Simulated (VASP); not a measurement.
# GaPdC2N2 (P-1) in VASP: single point with PBE

Aim: the single point of GaPdC2N2 with PBE.

Everything below comes from runs of VASP 6.6.1. Logs are shortened: lines on timing, memory, paths and dates and some standing lists are left out, and cuts for length are marked.

## Step 1: The cell of the first run

The typed cell holds 6 atoms: a = 3.608 Å, b = 3.846 Å, c = 9.209 Å, α = 81.54°, β = 83.79°, γ = 64.44°.

## Step 2: Single point, PBE

INCAR reads:

```
ALGO = Normal ; EDIFF = 1E-6
ENCUT = 520 ; GGA = PE
ISIF = 2 ; ISMEAR = 0
LASPH = True ; LCHARG = True
LELF = True ; LREAL = False
LVHAR = True ; LWAVE = False
NBANDS = 30 ; NELM = 80
PREC = Accurate ; SIGMA = 0.1
```

KPOINTS reads:

```
k-points
0
Gamma
  6 6 2
```

POSCAR reads:

```
GaPdC2N2
1.0
    3.6079754100      0.0000000000      0.0000000000
    1.6596093000      3.4699649600      0.0000000000
    0.9953937700      1.0257847000      9.0970843000
Ga Pd C N
1 1 2 2
Direct
    0.0000000000      0.0000000000      0.0000000000
    0.5000000000      0.5000000000      0.5000000000
    0.1860282600      0.8139717400      0.8139717400
    0.8139717400      0.1860282600      0.1860282600
    0.3008241800      0.6991758200      0.6991758200
    0.6991758200      0.3008241800      0.3008241800
```

Potentials or basis: VASP PAW PBE potentials, release 64 (Ga_d, Pd, C, N).

Launch:

```console
$ cat potpaw_PBE.64/Ga_d/POTCAR potpaw_PBE.64/Pd/POTCAR potpaw_PBE.64/C/POTCAR potpaw_PBE.64/N/POTCAR > POTCAR
$ mpirun -np 1 vasp_std > vasp.out
```

OUTCAR:

```text
EDIFF = 1E-6
   ENCUT = 520
   GGA = PE
   ISIF = 2
   ISMEAR = 0
   LASPH = True
   LREAL = False
   NELM = 80
   PREC = Accurate

 ion  position               nearest neighbor table
   1  0.000  0.000  0.000-   3 1.90   4 1.90
   2  0.500  0.500  0.500-   5 2.03   6 2.03
   3  0.186  0.814  0.814-   5 1.17   1 1.90
   4  0.814  0.186  0.186-   6 1.17   1 1.90
   5  0.301  0.699  0.699-   3 1.17   2 2.03
   6  0.699  0.301  0.301-   4 1.17   2 2.03

  LATTYP: Found a triclinic cell.
 ALAT       =     3.8464216945
 B/A-ratio  =     1.0346099404
 C/A-ratio  =     2.6890546505
 COS(alpha) =     0.0038246474
 COS(beta)  =     0.3913937602
 COS(gamma) =     0.5753657214

  Lattice vectors:

 A1 = (  -1.6596093000,  -3.4699649600,   0.0000000000)
 A2 = (   1.9483661100,  -3.4699649600,   0.0000000000)
 A3 = (  -4.2721909400,  -2.4441802600,   9.0970843000)

Analysis of symmetry for initial positions (statically):
=====================================================================
 Subroutine PRICEL returns:
 Original cell was already a primitive cell.

 Routine SETGRP: Setting up the symmetry group for a
 triclinic supercell.

 Subroutine GETGRP returns: Found  2 space group operations
 (whereof  2 operations were pure point group operations)
 out of a pool of  2 trial point group operations.

The static configuration has the point symmetry S_2 .

Analysis of symmetry for dynamics (positions and initial velocities):
=====================================================================
 Subroutine PRICEL returns:
 Original cell was already a primitive cell.

 Routine SETGRP: Setting up the symmetry group for a
 triclinic supercell.

 Subroutine GETGRP returns: Found  2 space group operations
 (whereof  2 operations were pure point group operations)
 out of a pool of  2 trial point group operations.

The dynamic configuration has the point symmetry S_2 .

 Subroutine INISYM returns: Found  2 space group operations
 (whereof  2 operations are pure point group operations),
 and found     1 'primitive' translations

----------------------------------------------------------------------------------------

                                     Primitive cell

  volume of cell :     113.8914

  direct lattice vectors                    reciprocal lattice vectors
     3.607975410  0.000000000  0.000000000     0.277163752 -0.132561436 -0.015379387
     1.659609300  3.469964960  0.000000000     0.000000000  0.288187348 -0.032495925
     0.995393770  1.025784700  9.097084300     0.000000000  0.000000000  0.109925331

  length of vectors
     3.607975410  3.846421695  9.208690774     0.307617953  0.290013677  0.109925331

  position of ions in fractional coordinates (direct lattice)
     0.000000000  0.000000000  0.000000000
     0.500000000  0.500000000  0.500000000
     0.186028260  0.813971740  0.813971740
     0.813971740  0.186028260  0.186028260
     0.300824180  0.699175820  0.699175820
     0.699175820  0.300824180  0.300824180

  ion indices of the primitive-cell ions
   primitive index   ion index
                 1           1
                 2           2
                 3           3
                 4           4
                 5           5
                 6           6

----------------------------------------------------------------------------------------

 KPOINTS: k-points

Automatic generation of k-mesh.
 Grid dimensions read from file:
 generate k-points for:    6    6    2

 Generating k-lattice:

  Cartesian coordinates                     Fractional coordinates (reciprocal lattice)
     0.046193959 -0.022093573 -0.002563231     0.166666667  0.000000000  0.000000000
     0.000000000  0.048031225 -0.005415988     0.000000000  0.166666667 -0.000000000
     0.000000000  0.000000000  0.054962665     0.000000000  0.000000000  0.500000000

  Length of vectors
     0.051269659  0.048335613  0.054962665

  Shift w.r.t. Gamma in fractional coordinates (k-lattice)
     0.000000000  0.000000000  0.000000000

 Subroutine IBZKPT returns following result:
 ===========================================

 Found     40 irreducible k-points:

 Following reciprocal coordinates:
            Coordinates               Weight
  0.000000  0.000000  0.000000      1.000000
  0.166667  0.000000  0.000000      2.000000
  0.333333  0.000000  0.000000      2.000000
  0.500000 -0.000000  0.000000      1.000000
  0.000000  0.166667  0.000000      2.000000
  0.166667  0.166667  0.000000      2.000000
[... 16 lines left out ...]
  0.333333  0.000000  0.500000      2.000000
  0.500000 -0.000000  0.500000      1.000000
 [... further k-points ...]
   k-points           NKPTS =     40   k-points in BZ     NKDIM =     40   number of bands    NBANDS=     30
   number of dos      NEDOS =    301   number of ions     NIONS =      6
   total plane-waves  NPLWV =  58800
   dimension x,y,z NGX =    28 NGY =   30 NGZ =   70
   dimension x,y,z NGXF=    56 NGYF=   60 NGZF=  140
   ions per type =               1   1   2   2
   NGX,Y,Z   is equivalent  to a cutoff of  12.90, 12.97, 12.64 a.u.
   NGXF,Y,Z  is equivalent  to a cutoff of  25.80, 25.93, 25.27 a.u.
 SYSTEM =  unknown system
   PREC   = accura    normal or accurate (medium, high low for compatibility)
   ISTART =      0    job   : 0-new  1-cont  2-samecut
   ICHARG =      2    charge: 1-file 2-atom 10-const
   ISPIN  =      1    spin polarized calculation?
   LNONCOLLINEAR =      F non collinear calculations
   LSORBIT =      F    spin-orbit coupling
   LASPH  =      T    aspherical Exc in radial PAW
   ENCUT  =  520.0 eV  38.22 Ry    6.18 a.u.   6.71  7.15 17.12*2*pi/ulx,y,z
   NELM   =     80;   NELMIN=  2; NELMDL= -5     # of ELM steps
   EDIFF  = 0.1E-05   stopping-criterion for ELM
   LREAL  =      F    real-space projection
   EDIFFG = 0.1E-04   stopping-criterion for IOM
   NSW    =      0    number of steps for IOM
   IBRION =     -1    ionic relax: 0-MD 1-quasi-New 2-CG
   NFREE  =      0    steps in history (QN), initial steepest desc. (CG)
   ISIF   =      2    stress and relaxation
   ISYM   =      2    0-nonsym 1-usesym 2-fastsym
   POTIM  = 0.5000    time-step for ionic-motion
   TEBEG  =    0.0;   TEEND  =   0.0 temperature during run
   PSTRESS=    0.0 pullay stress
   NELECT =      41.0000    total number of electrons
   NUPDOWN=      -1.0000    fix difference up-down
   EMIN   =  10.00;   EMAX   =-10.00  energy-range for DOS
   EFERMI =   0.00;   METHOD = LEGACY
   ISMEAR =     0;   SIGMA  =   0.10  broadening in eV -4-tet -1-fermi 0-gaus
   EFERMI_NEDOS =   21; number of points for ismear=-14 and -15
   IALGO  =     38    algorithm
   IMIX   =      4    mixing-type and parameters
     AMIX     =   0.40;   BMIX     =  1.00
     AMIX_MAG =   1.60;   BMIX_MAG =  1.00
  volume/ion in A,a.u.               =      18.98       128.10
  Fermi-wavevector in a.u.,A,eV,Ry     =   1.164588  2.200753 18.453124  1.356266
  Thomas-Fermi vector in A             =   2.301125
   LORBIT       =      0    0 simple, 1 ext, 2 COOP (PROOUT), +10 PAW based schemes
   GGA     = PE    functional components
   LHFCALC =     F    Hartree Fock is set to
   AEXX    =    0.0000 exact exchange contribution
   IVDW    =     0    specifies the selected vdW correction
   LEPSILON=     F    determine dielectric tensor
   LRPA    =     F    only Hartree local field effects (RPA)
 non-spin polarized calculation
 Gauss-broadening in eV      SIGMA  =   0.10
  energy-cutoff  :      520.00
  volume of cell :      113.89
 maximum number of plane-waves:      3098
   NGX = 13   NGY = 15   NGZ = 35

 number of electron      40.9999996 magnetization

 Free energy of the ion-electron system (eV)
  ---------------------------------------------------
  ext. energy  EPLUGINS =         0.00000000
  ---------------------------------------------------
  free energy    TOTEN  =       -38.15632423 eV

  energy without entropy =      -38.13779615  energy(sigma->0) =      -38.14706019

 E-fermi :   1.7266     XC(G=0):  -8.6193

 val. band max:        1.7151368239   @ k =   0.0000   0.5000   0.0000
 cond. band min:       1.7295612505   @ k =  -0.3333   0.3333   0.5000
 fundamental gap:      0.0144244266
 Fermi energy:         1.7265942361

 k-point     1 :       0.0000    0.0000    0.0000
  band No.  band energies     occupation
      1     -17.2926      2.00000
      2     -17.2123      2.00000
      3     -14.8045      2.00000
      4     -14.5412      2.00000
      5     -14.5287      2.00000
      6     -14.4999      2.00000
[... 22 lines left out ...]
     29       8.4543      0.00000
     30       8.8475      0.00000

 k-point     2 :       0.1667    0.0000    0.0000
  band No.  band energies     occupation
      1     -17.2613      2.00000
      2     -17.1912      2.00000
      3     -14.8042      2.00000
      4     -14.5372      2.00000
      5     -14.5272      2.00000
      6     -14.4982      2.00000
[... 22 lines left out ...]
     29       8.2103      0.00000
     30       9.2464      0.00000

 k-point     3 :       0.3333    0.0000    0.0000
  band No.  band energies     occupation
      1     -17.1944      2.00000
      2     -17.1521      2.00000
      3     -14.8035      2.00000
      4     -14.5399      2.00000
      5     -14.5140      2.00000
      6     -14.4945      2.00000
[... 22 lines left out ...]
     29       8.3897      0.00000
     30       9.1635      0.00000

 k-point     4 :       0.5000   -0.0000    0.0000
  band No.  band energies     occupation
      1     -17.1541      2.00000
      2     -17.1385      2.00000
      3     -14.8032      2.00000
      4     -14.5425      2.00000
      5     -14.5062      2.00000
      6     -14.4927      2.00000
[... 616 lines left out ...]
     29       8.4465      0.00000
     30      10.1633      0.00000

 k-point    23 :       0.3333    0.0000    0.5000
  band No.  band energies     occupation
      1     -17.2019      2.00000
      2     -17.1442      2.00000
      3     -14.8044      2.00000
      4     -14.5399      2.00000
      5     -14.5140      2.00000
      6     -14.4945      2.00000
[... 22 lines left out ...]
     29       8.5517      0.00000
     30       9.4003      0.00000

 k-point    24 :       0.5000   -0.0000    0.5000
  band No.  band energies     occupation
      1     -17.1791      2.00000
      2     -17.1125      2.00000
      3     -14.8050      2.00000
      4     -14.5425      2.00000
      5     -14.5063      2.00000
      6     -14.4927      2.00000
[... 22 lines left out ...]
     29       8.1597      0.00000
     30       8.6302      0.00000

 [... further k-points ...]

------------------------ aborting loop because EDIFF is reached ----------------------------------------

  FORCE on cell =-STRESS in cart. coord.  units (eV):
  Direction    XX          YY          ZZ          XY          YZ          ZX
  --------------------------------------------------------------------------------------
  -------------------------------------------------------------------------------------
  Total       -3.1740563     -2.8822463     -2.7083475      0.3025662     -2.8660869      0.7002408
  in kB      -44.6513228    -40.5462592    -38.0999226      4.2563779    -40.3189359      9.8507002
  external PRESSURE =     -41.0991682 kB  Pullay stress =       0.0000000 kB

 VOLUME and BASIS-vectors are now :
 -----------------------------------------------------------------------------
  energy-cutoff  :      520.00
  volume of cell :      113.89
      direct lattice vectors                 reciprocal lattice vectors
     3.607975410  0.000000000  0.000000000     0.277163752 -0.132561436 -0.015379387
     1.659609300  3.469964960  0.000000000     0.000000000  0.288187348 -0.032495925
     0.995393770  1.025784700  9.097084300     0.000000000  0.000000000  0.109925331

 POSITION                                       TOTAL-FORCE (eV/Angst)
 -----------------------------------------------------------------------------------
      0.00000      0.00000      0.00000        -0.000000     -0.000000      0.000000
      3.13149      2.24787      4.54854        -0.000000     -0.000000      0.000000
      2.83228      3.65941      7.40477        -0.200182      0.689958      1.382305
      3.43070      0.83634      1.69231         0.200182     -0.689958     -1.382305
      2.94168      3.14332      6.36046         0.192484     -0.781711     -1.801006
      3.32130      1.35243      2.73662        -0.192484      0.781711      1.801006
 -----------------------------------------------------------------------------------
    total drift:                                0.000000     -0.000000     -0.000000

  FREE ENERGIE OF THE ION-ELECTRON SYSTEM (eV)
  ---------------------------------------------------
  free  energy   TOTEN  =       -38.1563242273 eV

  energy  without entropy=      -38.1377961507  energy(sigma->0) =      -38.14706019
```

It took 70 s on 1 thread of Intel Xeon 6975P-C (Granite Rapids), shared host; peak memory 0.32 GiB.

What came out:

| Item | Value |
| --- | --- |
| Free energy | -38.1563 eV |
| Pressure | -4.1 GPa |
| Largest force | 1.973 eV/Å |
| Band gap on the k mesh | zero (an odd number of electrons rules out a gap without spin polarisation) |

Forces on the atoms (eV/Å):
```
Ga   0.000  0.000  0.000
Pd   0.000  0.000  0.000
C   -0.200  0.690  1.382
C    0.200 -0.690 -1.382
N    0.192 -0.782 -1.801
N   -0.192  0.782  1.801
```

Caveat: the cell stands under tension; forces of over 1 eV/Å act on the atoms, so gaps and moduli don't describe the material at rest.
